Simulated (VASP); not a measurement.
# AgSb (Pmma) in VASP: a series of runs

AgSb is run at these levels: PBEsol; tasks: single point.

All numbers are computed with VASP 6.6.1; they aren't measurements. Logs are shortened: lines on timing, memory, paths and dates and some standing lists are left out, and cuts for length are marked.

## Step 1: The cell of the first run

It takes space group Pmma (No. 51, orthorhombic). Conventional cell: a = 5.260 Å, b = 3.418 Å, c = 5.518 Å, α = 90.00°, β = 90.00°, γ = 90.00°. Ag (site symmetry mm2) has 8 Sb at 2.99 to 3.50 Å and 4 Ag at 3.10 to 3.42 Å within 3.9 Å. Within 3.9 Å of Sb (site symmetry mm2) lie 8 Ag at 2.99 to 3.50 Å and 4 Sb at 3.42 to 3.46 Å.

## Step 2: Single point, PBEsol (As replaced by Sb, lengths x 1.045, strained)

The input, INCAR:

```
  PREC = Accurate
  ENCUT = 520
  EDIFF = 1E-6
  ISMEAR = 0
  SIGMA = 0.1
  LREAL = F
  LASPH = T
  NELM = 100
  ALGO = Normal
  ISIF = 2
  LWAVE = F
  LCHARG = F
  GGA = PS
  NBANDS = 24
```

The input, KPOINTS:

```
Automatic mesh
0
Gamma
  4 6 4
```

The input, POSCAR:

```
AgSb
1.0
    5.2604265650      0.0000000000      0.0000000000
    0.0000000000      3.4179388590      0.0000000000
    0.0000000000      0.0000000000      5.5178167748
Ag Sb
2 2
Direct
    0.2500000000      0.0000000000      0.8509480373
    0.7500000000      0.0000000000      0.1490519627
    0.7500000000      0.5000000000      0.7035227823
    0.2500000000      0.5000000000      0.2964772177
```

Potentials or basis: VASP PAW PBE potentials, release 64 (Ag, Sb).

Command:

```sh
cat potpaw_PBE.64/Ag/POTCAR potpaw_PBE.64/Sb/POTCAR > POTCAR
mpirun -np 1 vasp_std > vasp.out
```

OUTCAR:

```text
PREC = Accurate
   ENCUT = 520
   EDIFF = 1E-6
   ISMEAR = 0
   LREAL = F
   LASPH = T
   NELM = 100
   ISIF = 2
   GGA = PS

 ion  position               nearest neighbor table
   1  0.250  0.000  0.851-   4 2.99   4 2.99   2 3.10   2 3.10   3 3.24   3 3.24   3 3.24   3 3.24
                             4 3.50   4 3.50
   2  0.750  0.000  0.149-   3 2.99   3 2.99   1 3.10   1 3.10   4 3.24   4 3.24   4 3.24   4 3.24
                             3 3.50   3 3.50
   3  0.750  0.500  0.704-   2 2.99   2 2.99   1 3.24   1 3.24   1 3.24   1 3.24   4 3.46   4 3.46
                             2 3.50   2 3.50
   4  0.250  0.500  0.296-   1 2.99   1 2.99   2 3.24   2 3.24   2 3.24   2 3.24   3 3.46   3 3.46
                             1 3.50   1 3.50

  LATTYP: Found a simple orthorhombic cell.
 ALAT       =     3.4179388590
 B/A-ratio  =     1.5390639745
 C/A-ratio  =     1.6143696545

  Lattice vectors:

 A1 = (   0.0000000000,  -3.4179388590,   0.0000000000)
 A2 = (   5.2604265650,   0.0000000000,   0.0000000000)
 A3 = (   0.0000000000,   0.0000000000,   5.5178167748)

Analysis of symmetry for initial positions (statically):
=====================================================================
 Subroutine PRICEL returns:
 Original cell was already a primitive cell.

 Routine SETGRP: Setting up the symmetry group for a
 simple orthorhombic supercell.

 Subroutine GETGRP returns: Found  8 space group operations
 (whereof  4 operations were pure point group operations)
 out of a pool of  8 trial point group operations.

The static configuration has the point symmetry C_2h.
 The point group associated with its full space group is D_2h.

Analysis of symmetry for dynamics (positions and initial velocities):
=====================================================================
 Subroutine PRICEL returns:
 Original cell was already a primitive cell.

 Routine SETGRP: Setting up the symmetry group for a
 simple orthorhombic supercell.

 Subroutine GETGRP returns: Found  8 space group operations
 (whereof  4 operations were pure point group operations)
 out of a pool of  8 trial point group operations.

The dynamic configuration has the point symmetry C_2h.
 The point group associated with its full space group is D_2h.

 Subroutine INISYM returns: Found  8 space group operations
 (whereof  4 operations are pure point group operations),
 and found     1 'primitive' translations

----------------------------------------------------------------------------------------

                                     Primitive cell

  volume of cell :      99.2093
[... 96 lines left out ...]
   NSW    =      0    number of steps for IOM
   IBRION =     -1    ionic relax: 0-MD 1-quasi-New 2-CG
   NFREE  =      0    steps in history (QN), initial steepest desc. (CG)
   ISIF   =      2    stress and relaxation
   ISYM   =      2    0-nonsym 1-usesym 2-fastsym
   POTIM  = 0.5000    time-step for ionic-motion
   TEBEG  =    0.0;   TEEND  =   0.0 temperature during run
   PSTRESS=    0.0 pullay stress
   NELECT =      32.0000    total number of electrons
   NUPDOWN=      -1.0000    fix difference up-down
   EMIN   =  10.00;   EMAX   =-10.00  energy-range for DOS
   EFERMI =   0.00;   METHOD = LEGACY
   ISMEAR =     0;   SIGMA  =   0.10  broadening in eV -4-tet -1-fermi 0-gaus
   EFERMI_NEDOS =   21; number of points for ismear=-14 and -15
   IALGO  =     38    algorithm
   IMIX   =      4    mixing-type and parameters
     AMIX     =   0.40;   BMIX     =  1.00
     AMIX_MAG =   1.60;   BMIX_MAG =  1.00
  volume/ion in A,a.u.               =      24.80       167.37
  Fermi-wavevector in a.u.,A,eV,Ry     =   1.122727  2.121645 17.150346  1.260515
  Thomas-Fermi vector in A             =   2.259388
   LORBIT       =      0    0 simple, 1 ext, 2 COOP (PROOUT), +10 PAW based schemes
   GGA     = PS    functional components
   LHFCALC =     F    Hartree Fock is set to
   AEXX    =    0.0000 exact exchange contribution
   IVDW    =     0    specifies the selected vdW correction
   LEPSILON=     F    determine dielectric tensor
   LRPA    =     F    only Hartree local field effects (RPA)
 non-spin polarized calculation
 Gauss-broadening in eV      SIGMA  =   0.10
  energy-cutoff  :      520.00
  volume of cell :       99.21
 maximum number of plane-waves:      2716
 NGX is ok and might be reduce to    40
   NGX = 19   NGY = 13   NGZ = 21

 number of electron      31.9999999 magnetization

 Free energy of the ion-electron system (eV)
  ---------------------------------------------------
  ext. energy  EPLUGINS =         0.00000000
  ---------------------------------------------------
  free energy    TOTEN  =       -14.67709189 eV

  energy without entropy =      -14.66079184  energy(sigma->0) =      -14.66894187

 E-fermi :   6.9749     XC(G=0): -10.5335

 val. band max:        6.9727586044   @ k =   0.0000   0.3333   0.2500
 cond. band min:       7.0247438258   @ k =   0.2500   0.3333   0.2500
 fundamental gap:      0.0519852214
 Fermi energy:         6.9748978356

 k-point     1 :       0.0000    0.0000    0.0000
  band No.  band energies     occupation
      1      -4.2243      2.00000
      2      -2.2725      2.00000
      3       1.8972      2.00000
      4       2.0750      2.00000
      5       2.2242      2.00000
      6       2.2699      2.00000
[... 637 lines left out ...]
     23      13.1900      0.00000
     24      13.1900      0.00000

 [... further k-points ...]

------------------------ aborting loop because EDIFF is reached ----------------------------------------

  FORCE on cell =-STRESS in cart. coord.  units (eV):
  Direction    XX          YY          ZZ          XY          YZ          ZX
  --------------------------------------------------------------------------------------
  -------------------------------------------------------------------------------------
  Total       -4.9529488     -4.6449586     -3.3496609      0.0000000      0.0000000      0.0000000
  in kB      -79.9874583    -75.0135823    -54.0952206      0.0000000      0.0000000      0.0000000
  external PRESSURE =     -69.6987537 kB  Pullay stress =       0.0000000 kB

 VOLUME and BASIS-vectors are now :
 -----------------------------------------------------------------------------
  energy-cutoff  :      520.00
  volume of cell :       99.21
      direct lattice vectors                 reciprocal lattice vectors
     5.260426565  0.000000000  0.000000000     0.190098652  0.000000000  0.000000000
     0.000000000  3.417938859  0.000000000     0.000000000  0.292573987  0.000000000
     0.000000000  0.000000000  5.517816775     0.000000000  0.000000000  0.181231099

 POSITION                                       TOTAL-FORCE (eV/Angst)
 -----------------------------------------------------------------------------------
      1.31511      0.00000      4.69538        -0.000000     -0.000000      0.014784
      3.94532      0.00000      0.82244        -0.000000     -0.000000     -0.014784
      3.94532      1.70897      3.88191        -0.000000     -0.000000     -0.176109
      1.31511      1.70897      1.63591         0.000000      0.000000      0.176109
 -----------------------------------------------------------------------------------
    total drift:                               -0.000000     -0.000000      0.000000

  FREE ENERGIE OF THE ION-ELECTRON SYSTEM (eV)
  ---------------------------------------------------
  free  energy   TOTEN  =       -14.6770918886 eV

  energy  without entropy=      -14.6607918440  energy(sigma->0) =      -14.66894187
```

OSZICAR:

```text
N       E                     dE             d eps       ncg     rms          rms(c)
DAV:   1     0.161386878386E+03    0.16139E+03   -0.13492E+04  1728   0.117E+03
DAV:   2    -0.985239351971E+01   -0.17124E+03   -0.16086E+03  2016   0.235E+02
DAV:   3    -0.153527239924E+02   -0.55003E+01   -0.54275E+01  2096   0.442E+01
DAV:   4    -0.153924476232E+02   -0.39724E-01   -0.39716E-01  1904   0.403E+00
DAV:   5    -0.153929802330E+02   -0.53261E-03   -0.53261E-03  2056   0.489E-01    0.601E+00
DAV:   6    -0.147177675452E+02    0.67521E+00   -0.32768E+00  1832   0.182E+01    0.504E+00
DAV:   7    -0.146896556588E+02    0.28112E-01   -0.20871E-01  1768   0.394E+00    0.275E+00
DAV:   8    -0.146788684960E+02    0.10787E-01   -0.37774E-02  1872   0.133E+00    0.260E-01
DAV:   9    -0.146771647970E+02    0.17037E-02   -0.71816E-03  1840   0.826E-01    0.157E-01
DAV:  10    -0.146771051836E+02    0.59613E-04   -0.54472E-04  1960   0.130E-01    0.530E-02
DAV:  11    -0.146770907756E+02    0.14408E-04   -0.62402E-05  1904   0.709E-02    0.133E-02
DAV:  12    -0.146770920471E+02   -0.12714E-05   -0.76759E-06  1912   0.167E-02    0.930E-03
DAV:  13    -0.146770918886E+02    0.15850E-06   -0.22538E-07  1000   0.320E-03
   1 F= -.14677092E+02 E0= -.14668942E+02  d E =-.163000E-01
```

stdout:

```text
POSCAR found type information on POSCAR AgSb
 POSCAR found :  2 types and       4 ions
 scaLAPACK will be used
 -----------------------------------------------------------------------------
|                                                                             |
|                                                                             |
|     You enforced a specific xc type in the INCAR file but a different       |
|     I HOPE YOU KNOW WHAT YOU ARE DOING!                                     |
|                                                                             |
 -----------------------------------------------------------------------------

 LDA part: xc-table for (Slater+PW92), standard interpolation
 POSCAR, INCAR and KPOINTS ok, starting setup
 FFT: planning ... GRIDC
 FFT: planning ... GRID_SOFT
 FFT: planning ... GRID
 WAVECAR not read
 entering main loop
```

Run time: 48 s. Hardware: 1 thread of Intel Xeon 6975P-C (Granite Rapids), shared host; peak memory 0.24 GiB.

What came out:

- Free energy: -14.6771 eV
- Pressure: -7.0 GPa
- Largest force: 0.176 eV/Å
- Band gap on the k mesh: zero (bands 16 and 17 overlap by 2.39 eV)

Forces on the atoms (eV/Å):
```
Ag   0.000  0.000  0.015
Ag   0.000  0.000 -0.015
Sb   0.000  0.000 -0.176
Sb   0.000  0.000  0.176
```

Caveat: the cell differs from its parent crystal (As replaced by Sb, lengths x 1.045, strained); the cell stands under tension; the PAW data sets were made with another functional, which shifts forces and pressure a little; spin-orbit coupling is left out, which moves the levels of the heavy elements.

## Step 3: Single point, PBEsol (As replaced by Sb, lengths x 1.045, strained)

The input, INCAR:

```
SYSTEM = AgSb
PREC = Accurate
ENCUT = 520
EDIFF = 1E-6
ISMEAR = 0
SIGMA = 0.1
LREAL = .FALSE.
LASPH = .TRUE.
NELM = 100
ALGO = Normal
ISIF = 2
LWAVE = .FALSE.
LCHARG = .FALSE.
GGA = PS
NBANDS = 24
```

The input, KPOINTS:

```
Automatic mesh
0
G
  8 12 8
  0 0 0
```

POSCAR is that of step 2.

Potentials or basis: VASP PAW PBE potentials, release 64 (Ag, Sb).

Command:

```sh
cat potpaw_PBE.64/Ag/POTCAR potpaw_PBE.64/Sb/POTCAR > POTCAR
mpirun -np 1 vasp_std > vasp.out
```

Wall time 5.2 min (1 thread of Intel Xeon 6975P-C (Granite Rapids), shared host); peak memory 0.48 GiB.

The run converged. Its results:

```
Free energy            : -14.7127 eV
Pressure               : -7.1 GPa
Largest force          : 0.196 eV/Å
Band gap on the k mesh : zero (bands 16 and 17 overlap by 2.50 eV)
```

Forces on the atoms (eV/Å):
```
Ag   0.000  0.000 -0.026
Ag   0.000  0.000  0.026
Sb   0.000  0.000 -0.196
Sb   0.000  0.000  0.196
```

Stress tensor (GPa, compression positive):
```
-7.78  0.00  0.00
 0.00 -7.22  0.00
 0.00  0.00 -6.31
```

Levels at points of the mesh, in eV from the Fermi level:
| k point | band 14 | band 15 | band 16 | band 17 | band 18 | band 19 |
| --- | --- | --- | --- | --- | --- | --- |
| (0.00, 0.00, 0.00) | -3.64 | -1.29 | 0.50 | 0.55 | 0.99 | 1.67 |
| (0.50, 0.00, 0.00) | -3.11 | -2.10 | -2.10 | 2.85 | 2.85 | 3.95 |
| (0.00, 0.50, 0.00) | -1.35 | -0.77 | -0.54 | 1.50 | 1.78 | 1.83 |
| (0.50, 0.50, 0.00) | -3.11 | -0.93 | -0.93 | 0.38 | 0.38 | 1.88 |
| (0.00, 0.00, 0.50) | -2.11 | -1.74 | -1.53 | 2.74 | 2.94 | 2.94 |
| (0.50, 0.00, 0.50) | -3.76 | 1.40 | 1.40 | 3.25 | 3.25 | 4.17 |
| (0.00, 0.50, 0.50) | -3.10 | -1.26 | -0.88 | -0.61 | 1.33 | 1.66 |
| (0.50, 0.50, 0.50) | -3.49 | -2.93 | -2.93 | -0.17 | -0.17 | 2.57 |

Caveat: the cell differs from its parent crystal (As replaced by Sb, lengths x 1.045, strained); the cell stands under tension; the PAW data sets were made with another functional, which shifts forces and pressure a little; spin-orbit coupling is left out, which moves the levels of the heavy elements.

The gap in the log of VASP goes by the Fermi energy; the results here count the filled bands.